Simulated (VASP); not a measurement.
# SrTaBe4 (P4/mmm) in VASP: further runs

The runs below take SrTaBe4 through single point, relaxation of cell and atoms, with PBE.

Program: VASP 6.6.1. These are calculated values, not measurements. Logs are shortened: lines on timing, memory, paths and dates and some standing lists are left out, and cuts for length are marked.

## (1) The cell of the first run

It takes space group P4/mmm (No. 123, tetragonal). Conventional cell: a = 4.255 Å, b = 4.255 Å, c = 6.818 Å, α = 90.00°, β = 90.00°, γ = 90.00°. Sr (site symmetry 4/mmm) has 6 Be at 2.13 to 2.49 Å within 2.8 Å. Within 4.3 Å of Ta (site symmetry 4/mmm) lie 16 Be at 3.15 to 4.02 Å and 4 Ta at 4.25 Å. Within 2.8 Å of Be (site symmetry mmm) lie 2 Sr at 2.13 Å. Within 2.5 Å of Be (site symmetry 4mm) lie 1 Be at 1.84 Å and 1 Sr at 2.49 Å.

## (2) Single point, PBE

Input file INCAR:

```
SYSTEM = SrTaBe4
  ALGO = Normal
  EDIFF = 1E-6
  ENCUT = 520
  GGA = PE
  ISIF = 2
  ISMEAR = 0
  LASPH = .True.
  LCHARG = .False.
  LREAL = .False.
  LWAVE = .False.
  NBANDS = 24
  NELM = 80
  PREC = Accurate
  SIGMA = 0.1
```

Input file KPOINTS:

```
k-points
0
Gamma
  6 6 4
  0 0 0
```

Input file POSCAR:

```
SrTaBe4
1.0
    4.2548713152      0.0000000000      0.0000000000
    0.0000000000      4.2548713152      0.0000000000
    0.0000000000      0.0000000000      6.8178753879
Sr Ta Be
1 1 4
Direct
    0.0000000000      0.0000000000      0.0000000000
    0.5000000000      0.5000000000      0.5000000000
    0.5000000000      0.0000000000      0.0000000000
    0.0000000000      0.5000000000      0.0000000000
    0.0000000000      0.0000000000      0.3648877793
    0.0000000000      0.0000000000      0.6351122207
```

Potentials or basis: VASP PAW PBE potentials, release 64 (Sr_sv, Ta_pv, Be).

Command:

```sh
> cat potpaw_PBE.64/Sr_sv/POTCAR potpaw_PBE.64/Ta_pv/POTCAR potpaw_PBE.64/Be/POTCAR > POTCAR
> mpirun -np 1 vasp_std > vasp.out
```

OUTCAR:

```text
SYSTEM = SrTaBe4
   EDIFF = 1E-6
   ENCUT = 520
   GGA = PE
   ISIF = 2
   ISMEAR = 0
   LASPH = .True.
   LREAL = .False.
   NELM = 80
   PREC = Accurate

 ion  position               nearest neighbor table
   1  0.000  0.000  0.000-   3 2.13   4 2.13   4 2.13   3 2.13   5 2.49   6 2.49
   2  0.500  0.500  0.500-
   3  0.500  0.000  0.000-   1 2.13   1 2.13
   4  0.000  0.500  0.000-   1 2.13   1 2.13
   5  0.000  0.000  0.365-   6 1.84   1 2.49
   6  0.000  0.000  0.635-   5 1.84   1 2.49

  LATTYP: Found a simple tetragonal cell.
 ALAT       =     4.2548713152
 C/A-ratio  =     1.6023693510

  Lattice vectors:

 A1 = (   4.2548713152,   0.0000000000,   0.0000000000)
 A2 = (   0.0000000000,   4.2548713152,   0.0000000000)
 A3 = (   0.0000000000,   0.0000000000,   6.8178753879)

Analysis of symmetry for initial positions (statically):
=====================================================================
 Subroutine PRICEL returns:
 Original cell was already a primitive cell.

 Routine SETGRP: Setting up the symmetry group for a
 simple tetragonal supercell.

 Subroutine GETGRP returns: Found 16 space group operations
 (whereof 16 operations were pure point group operations)
 out of a pool of 16 trial point group operations.

The static configuration has the point symmetry D_4h.

Analysis of symmetry for dynamics (positions and initial velocities):
=====================================================================
 Subroutine PRICEL returns:
 Original cell was already a primitive cell.

 Routine SETGRP: Setting up the symmetry group for a
 simple tetragonal supercell.

 Subroutine GETGRP returns: Found 16 space group operations
 (whereof 16 operations were pure point group operations)
 out of a pool of 16 trial point group operations.

The dynamic configuration has the point symmetry D_4h.

 Subroutine INISYM returns: Found 16 space group operations
 (whereof 16 operations are pure point group operations),
 and found     1 'primitive' translations

----------------------------------------------------------------------------------------

                                     Primitive cell

  volume of cell :     123.4303

  direct lattice vectors                    reciprocal lattice vectors
     4.254871315  0.000000000  0.000000000     0.235024734  0.000000000  0.000000000
     0.000000000  4.254871315  0.000000000     0.000000000  0.235024734  0.000000000
     0.000000000  0.000000000  6.817875388     0.000000000  0.000000000  0.146673259

  length of vectors
     4.254871315  4.254871315  6.817875388     0.235024734  0.235024734  0.146673259

  position of ions in fractional coordinates (direct lattice)
     0.000000000  0.000000000  0.000000000
     0.500000000  0.500000000  0.500000000
     0.500000000  0.000000000  0.000000000
     0.000000000  0.500000000  0.000000000
     0.000000000  0.000000000  0.364887779
     0.000000000  0.000000000  0.635112221

  ion indices of the primitive-cell ions
   primitive index   ion index
                 1           1
                 2           2
                 3           3
                 4           4
                 5           5
                 6           6

----------------------------------------------------------------------------------------

 KPOINTS: k-points

Automatic generation of k-mesh.
 Grid dimensions read from file:
 generate k-points for:    6    6    4

 Generating k-lattice:

  Cartesian coordinates                     Fractional coordinates (reciprocal lattice)
     0.039170789  0.000000000  0.000000000     0.166666667  0.000000000  0.000000000
     0.000000000  0.039170789  0.000000000     0.000000000  0.166666667  0.000000000
     0.000000000  0.000000000  0.036668315     0.000000000  0.000000000  0.250000000

  Length of vectors
     0.039170789  0.039170789  0.036668315

  Shift w.r.t. Gamma in fractional coordinates (k-lattice)
     0.000000000  0.000000000  0.000000000

 Subroutine IBZKPT returns following result:
 ===========================================

 Found     30 irreducible k-points:

 Following reciprocal coordinates:
            Coordinates               Weight
  0.000000  0.000000  0.000000      1.000000
  0.166667  0.000000  0.000000      4.000000
  0.333333  0.000000  0.000000      4.000000
  0.500000  0.000000  0.000000      2.000000
  0.166667  0.166667  0.000000      4.000000
  0.333333  0.166667  0.000000      8.000000
[... 16 lines left out ...]
  0.333333  0.000000  0.500000      4.000000
  0.500000  0.000000  0.500000      2.000000
 [... further k-points ...]
   k-points           NKPTS =     30   k-points in BZ     NKDIM =     30   number of bands    NBANDS=     24
   number of dos      NEDOS =    301   number of ions     NIONS =      6
   total plane-waves  NPLWV =  55296
   dimension x,y,z NGX =    32 NGY =   32 NGZ =   54
   dimension x,y,z NGXF=    64 NGYF=   64 NGZF=  108
   ions per type =               1   1   4
   NGX,Y,Z   is equivalent  to a cutoff of  12.50, 12.50, 13.17 a.u.
   NGXF,Y,Z  is equivalent  to a cutoff of  25.01, 25.01, 26.33 a.u.
 SYSTEM =  SrTaBe4
   PREC   = accura    normal or accurate (medium, high low for compatibility)
   ISTART =      0    job   : 0-new  1-cont  2-samecut
   ICHARG =      2    charge: 1-file 2-atom 10-const
   ISPIN  =      1    spin polarized calculation?
   LNONCOLLINEAR =      F non collinear calculations
   LSORBIT =      F    spin-orbit coupling
   LASPH  =      T    aspherical Exc in radial PAW
   ENCUT  =  520.0 eV  38.22 Ry    6.18 a.u.   7.91  7.91 12.68*2*pi/ulx,y,z
   NELM   =     80;   NELMIN=  2; NELMDL= -5     # of ELM steps
   EDIFF  = 0.1E-05   stopping-criterion for ELM
   LREAL  =      F    real-space projection
   EDIFFG = 0.1E-04   stopping-criterion for IOM
   NSW    =      0    number of steps for IOM
   IBRION =     -1    ionic relax: 0-MD 1-quasi-New 2-CG
   NFREE  =      0    steps in history (QN), initial steepest desc. (CG)
   ISIF   =      2    stress and relaxation
   ISYM   =      2    0-nonsym 1-usesym 2-fastsym
   POTIM  = 0.5000    time-step for ionic-motion
   TEBEG  =    0.0;   TEEND  =   0.0 temperature during run
   PSTRESS=    0.0 pullay stress
   NELECT =      29.0000    total number of electrons
   NUPDOWN=      -1.0000    fix difference up-down
   EMIN   =  10.00;   EMAX   =-10.00  energy-range for DOS
   EFERMI =   0.00;   METHOD = LEGACY
   ISMEAR =     0;   SIGMA  =   0.10  broadening in eV -4-tet -1-fermi 0-gaus
   EFERMI_NEDOS =   21; number of points for ismear=-14 and -15
   IALGO  =     38    algorithm
   IMIX   =      4    mixing-type and parameters
     AMIX     =   0.40;   BMIX     =  1.00
     AMIX_MAG =   1.60;   BMIX_MAG =  1.00
  volume/ion in A,a.u.               =      20.57       138.82
  Fermi-wavevector in a.u.,A,eV,Ry     =   1.010183  1.908970 13.884342  1.020470
  Thomas-Fermi vector in A             =   2.143157
   LORBIT       =      0    0 simple, 1 ext, 2 COOP (PROOUT), +10 PAW based schemes
   GGA     = PE    functional components
   LHFCALC =     F    Hartree Fock is set to
   AEXX    =    0.0000 exact exchange contribution
   IVDW    =     0    specifies the selected vdW correction
   LEPSILON=     F    determine dielectric tensor
   LRPA    =     F    only Hartree local field effects (RPA)
 non-spin polarized calculation
 Gauss-broadening in eV      SIGMA  =   0.10
  energy-cutoff  :      520.00
  volume of cell :      123.43
 maximum number of plane-waves:      3352
 NGX is ok and might be reduce to    32
   NGX = 15   NGY = 15   NGZ = 25

 number of electron      28.9999996 magnetization

 Free energy of the ion-electron system (eV)
  ---------------------------------------------------
  ext. energy  EPLUGINS =         0.00000000
  ---------------------------------------------------
  free energy    TOTEN  =       -10.51175699 eV

  energy without entropy =      -10.48737788  energy(sigma->0) =      -10.49956744

 E-fermi :   2.0876     XC(G=0):  -8.9947

 val. band max:        2.0739489537   @ k =   0.3333   0.3333   0.2500
 cond. band min:       2.0942098097   @ k =   0.5000   0.1667   0.2500
 fundamental gap:      0.0202608560
 Fermi energy:         2.0875563265

 k-point     1 :       0.0000    0.0000    0.0000
  band No.  band energies     occupation
      1     -33.9315      2.00000
      2     -33.7128      2.00000
      3     -33.7128      2.00000
      4     -33.0382      2.00000
      5     -15.8181      2.00000
      6     -15.8181      2.00000
[... 16 lines left out ...]
     23       5.2501      0.00000
     24       5.3081      0.00000

 k-point     2 :       0.1667    0.0000    0.0000
  band No.  band energies     occupation
      1     -33.9313      2.00000
      2     -33.7147      2.00000
      3     -33.7126      2.00000
      4     -33.0397      2.00000
      5     -15.8155      2.00000
      6     -15.8125      2.00000
[... 16 lines left out ...]
     23       5.0561      0.00000
     24       6.0064      0.00000

 k-point     3 :       0.3333    0.0000    0.0000
  band No.  band energies     occupation
      1     -33.9311      2.00000
      2     -33.7186      2.00000
      3     -33.7123      2.00000
      4     -33.0425      2.00000
      5     -15.8103      2.00000
      6     -15.8011      2.00000
[... 16 lines left out ...]
     23       5.9122      0.00000
     24       6.2632      0.00000

 k-point     4 :       0.5000    0.0000    0.0000
  band No.  band energies     occupation
      1     -33.9309      2.00000
      2     -33.7205      2.00000
      3     -33.7121      2.00000
      4     -33.0440      2.00000
      5     -15.8077      2.00000
      6     -15.7954      2.00000
[... 16 lines left out ...]
     23       6.3724      0.00000
     24       6.4199      0.00000

 k-point     5 :       0.1667    0.1667    0.0000
  band No.  band energies     occupation
      1     -33.9312      2.00000
      2     -33.7146      2.00000
      3     -33.7146      2.00000
      4     -33.0411      2.00000
      5     -15.8109      2.00000
      6     -15.8079      2.00000
[... 16 lines left out ...]
     23       5.5429      0.00000
     24       6.8114      0.00000

 k-point     6 :       0.3333    0.1667    0.0000
  band No.  band energies     occupation
      1     -33.9309      2.00000
      2     -33.7184      2.00000
      3     -33.7142      2.00000
      4     -33.0440      2.00000
      5     -15.8036      2.00000
      6     -15.7967      2.00000
[... 16 lines left out ...]
     23       5.0812      0.00000
     24       7.0442      0.00000
[... 379 lines left out ...]
 k-point    21 :       0.0000    0.0000    0.5000
  band No.  band energies     occupation
      1     -33.9315      2.00000
      2     -33.7128      2.00000
      3     -33.7128      2.00000
      4     -33.0382      2.00000
      5     -15.8181      2.00000
      6     -15.8181      2.00000
[... 16 lines left out ...]
     23       5.7596      0.00000
     24       5.8151      0.00000

 k-point    22 :       0.1667    0.0000    0.5000
  band No.  band energies     occupation
      1     -33.9313      2.00000
      2     -33.7147      2.00000
      3     -33.7126      2.00000
      4     -33.0396      2.00000
      5     -15.8154      2.00000
      6     -15.8124      2.00000
[... 16 lines left out ...]
     23       6.4250      0.00000
     24       6.6188      0.00000

 k-point    23 :       0.3333    0.0000    0.5000
  band No.  band energies     occupation
      1     -33.9311      2.00000
      2     -33.7186      2.00000
      3     -33.7123      2.00000
      4     -33.0425      2.00000
      5     -15.8100      2.00000
      6     -15.8011      2.00000
[... 16 lines left out ...]
     23       5.4963      0.00000
     24       6.8066      0.00000

 k-point    24 :       0.5000    0.0000    0.5000
  band No.  band energies     occupation
      1     -33.9309      2.00000
      2     -33.7205      2.00000
      3     -33.7121      2.00000
      4     -33.0440      2.00000
      5     -15.8074      2.00000
      6     -15.7953      2.00000
[... 16 lines left out ...]
     23       5.2501      0.00000
     24       6.8604      0.00000

 [... further k-points ...]
[... 5 lines left out ...]
  --------------------------------------------------------------------------------------
  -------------------------------------------------------------------------------------
  Total        0.0956253      0.0956253      0.0352359      0.0000000     -0.0000000     -0.0000000
  in kB        1.2412563      1.2412563      0.4573764      0.0000000     -0.0000000     -0.0000000
  external PRESSURE =       0.9799630 kB  Pullay stress =       0.0000000 kB

 VOLUME and BASIS-vectors are now :
 -----------------------------------------------------------------------------
  energy-cutoff  :      520.00
  volume of cell :      123.43
      direct lattice vectors                 reciprocal lattice vectors
     4.254871315  0.000000000  0.000000000     0.235024734  0.000000000  0.000000000
     0.000000000  4.254871315  0.000000000     0.000000000  0.235024734  0.000000000
     0.000000000  0.000000000  6.817875388     0.000000000  0.000000000  0.146673259

 POSITION                                       TOTAL-FORCE (eV/Angst)
 -----------------------------------------------------------------------------------
      0.00000      0.00000      0.00000         0.000000      0.000000      0.000000
      2.12744      2.12744      3.40894         0.000000      0.000000      0.000000
      2.12744      0.00000      0.00000         0.000000      0.000000      0.000000
      0.00000      2.12744      0.00000         0.000000      0.000000      0.000000
      0.00000      0.00000      2.48776         0.000000      0.000000     -0.007762
      0.00000      0.00000      4.33012         0.000000      0.000000      0.007762
 -----------------------------------------------------------------------------------
    total drift:                                0.000000      0.000000     -0.000000

  FREE ENERGIE OF THE ION-ELECTRON SYSTEM (eV)
  ---------------------------------------------------
  free  energy   TOTEN  =       -10.5117569909 eV

  energy  without entropy=      -10.4873778806  energy(sigma->0) =      -10.49956744
```

It took 1.9 min on 1 thread of Intel Xeon Platinum 8559C (Emerald Rapids), shared host; peak memory 0.28 GiB.

What came out:

```
Free energy            : -10.5118 eV
Pressure               : 0.1 GPa
Largest force          : 0.008 eV/Å
Band gap on the k mesh : zero (an odd number of electrons rules out a gap without spin polarisation)
```

Forces on the atoms (eV/Å):
```
Sr   0.000  0.000  0.000
Ta   0.000  0.000  0.000
Be   0.000  0.000  0.000
Be   0.000  0.000  0.000
Be   0.000  0.000 -0.008
Be   0.000  0.000  0.008
```

Stress tensor (GPa, compression positive):
```
0.12 0.00 0.00
0.00 0.12 0.00
0.00 0.00 0.05
```

Caveat: spin-orbit coupling is left out, which moves the levels of the heavy elements.

## (3) Relaxation of cell and atoms, PBE

This run uses another cell than the first one, of 12.23 Å³/atom.

Input file INCAR:

```
  ALGO = Normal
  EDIFF = 1E-7
  EDIFFG = -0.04
  ENCUT = 600
  GGA = PE
  IBRION = 2
  ISIF = 3
  ISMEAR = 0
  LASPH = True
  LCHARG = False
  LREAL = False
  LWAVE = False
  NELM = 100
  NSW = 90
  PREC = Accurate
  SIGMA = 0.1
```

Input file KPOINTS:

```
k-points
0
Gamma
  6 6 4
```

Input file POSCAR:

```
SrTaBe4
1.0
    3.4915058435      0.0000000000      0.0000000000
    0.0000000000      3.4915058435      0.0000000000
    0.0000000000      0.0000000000      6.0180902530
Sr Ta Be
1 1 4
Direct
    0.0000000000      0.0000000000      0.0000000000
    0.5000000000      0.5000000000      0.5000000000
    0.5000000000      0.0000000000      0.0000000000
    0.0000000000      0.5000000000      0.0000000000
    0.0000000000      0.0000000000      0.2770000000
    0.0000000000      0.0000000000      0.7230000000
```

Potentials or basis: VASP PAW PBE potentials, release 64 (Sr_sv, Ta_pv, Be).

Command:

```sh
> cat potpaw_PBE.64/Sr_sv/POTCAR potpaw_PBE.64/Ta_pv/POTCAR potpaw_PBE.64/Be/POTCAR > POTCAR
> mpirun -np 1 vasp_std > vasp.out
```

Run time: 8.3 min. Hardware: 1 thread of Intel Xeon Platinum 8559C (Emerald Rapids), shared host; peak memory 0.23 GiB.

Results (log left out):

```yaml
Free_energy: -10.5052 eV
Relaxed_volume: 20.64 Å³/atom
Relaxed_cell: a = 4.263 Å, b = 4.263 Å, c = 6.814 Å, α = 90.00°, β = 90.00°, γ = 90.00°
Space_group_after_relaxing_to_0.1_Å: P4/mmm (No. 123)
Energy_gained_by_relaxing: 1882.4 meV/atom
Ionic_steps: 12
Pressure_after_relaxing: 0.0 GPa
Largest_force_after_relaxing: 0.023 eV/Å
Band_gap_on_the_k_mesh: zero (an odd number of electrons rules out a gap without spin polarisation)
```

Forces in eV/Å, atoms in the order of the input:
```
Sr   0.000  0.000  0.000
Ta   0.000  0.000  0.000
Be   0.000  0.000  0.000
Be   0.000  0.000  0.000
Be   0.000  0.000 -0.023
Be   0.000  0.000  0.023
```

Stress tensor (GPa, compression positive):
```
-0.06  0.00  0.00
 0.00 -0.06  0.00
 0.00  0.00  0.12
```

Step by step:
```
step  energy change (eV)  largest force (eV/Å)  pressure (GPa)  volume (Å³)
   1              0.0000               13.2259           56.32        73.36
   2            -10.9699                2.7381            1.02       129.12
   3            -11.1264                0.1352            2.43       117.33
   4            -11.1563                0.6163            1.84       120.81
   5            -11.1520                0.8746            1.68       121.92
   6            -11.2560                0.1714            0.01       126.74
   7            -11.2673                0.1524           -0.67       129.25
   8            -11.2832                0.1182           -0.56       128.19
   9            -11.2847                0.2333           -0.51       127.78
  10            -11.2924                0.0438           -0.33       125.93
  11            -11.2938                0.0766           -0.20       124.78
  12            -11.2946                0.0226            0.00       123.85
```

Final structure:
```xyz
6
Lattice="4.2633 0.0000 0.0000 0.0000 4.2633 0.0000 0.0000 0.0000 6.8143" Properties=species:S:1:pos:R:3 pbc="T T T"
Sr    0.0000    0.0000    0.0000
Ta    2.1317    2.1317    3.4071
Be    2.1317    0.0000    0.0000
Be    0.0000    2.1317    0.0000
Be    0.0000    4.2633    2.4865
Be    0.0000    0.0000    4.3277
```

Levels at points of the mesh, in eV from the Fermi level:
```csv
k point,band 11,band 12,band 13,band 14,band 15,band 16,band 17,band 18
"(0.00, 0.00, 0.00)",-1.48,-0.28,-0.16,0.10,0.10,0.62,1.04,1.09
"(0.50, 0.00, 0.00)",-1.55,-1.47,-1.24,-0.95,0.33,0.34,0.49,0.54
"(0.50, 0.50, 0.00)",-1.65,-1.48,-1.48,0.17,0.30,0.59,0.82,1.33
"(0.00, 0.00, 0.50)",-1.08,-1.07,-0.58,0.17,0.17,0.62,0.66,0.66
"(0.50, 0.00, 0.50)",-1.87,-1.04,-0.94,-0.49,-0.04,0.47,1.04,1.13
"(0.50, 0.50, 0.50)",-1.97,-1.18,-1.18,-0.97,-0.44,0.30,0.82,0.99
```

Caveat: the volume moved by over 15 % at a fixed basis, so the end points are rough; spin-orbit coupling is left out, which moves the levels of the heavy elements.
